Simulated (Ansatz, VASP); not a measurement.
# One calculation of SiGe, two programs

```
Ge Si
1.0
     4.18126    0.00000    0.00000
    -2.09063    3.62108    0.00000
     0.00000    0.00000    5.52070
Ge Si
2 2
Direct
  0.33333 0.66667 0.25000
  0.66667 0.33333 0.75000
  0.66667 0.33333 0.25000
  0.33333 0.66667 0.75000
```

Alike in both runs: task single point; functional PBE; k mesh 6 × 6 × 4; occupations fermi-dirac, width 0.02 eV; no spin polarisation.

```csv
,VASP,Ansatz
version,VASP 6.6.1,Ansatz 0.2.0
potentials or method,"VASP PAW PBE potentials, release 64 (Ge_d, Si)","plane waves, PAW"
plane-wave cutoff (eV),520,420
valence electrons in the cell,36,36
```

|  | VASP | Ansatz | Ansatz less VASP |
| --- | --- | --- | --- |
| pressure (GPa) | 1.9 | 1.9 | +0.04 |
| traceless stress, the component that is largest in VASP (GPa) | -0.90 | -0.95 | -0.055 |

With one functional, cell and mesh, what is left measures potentials, basis and numerics.
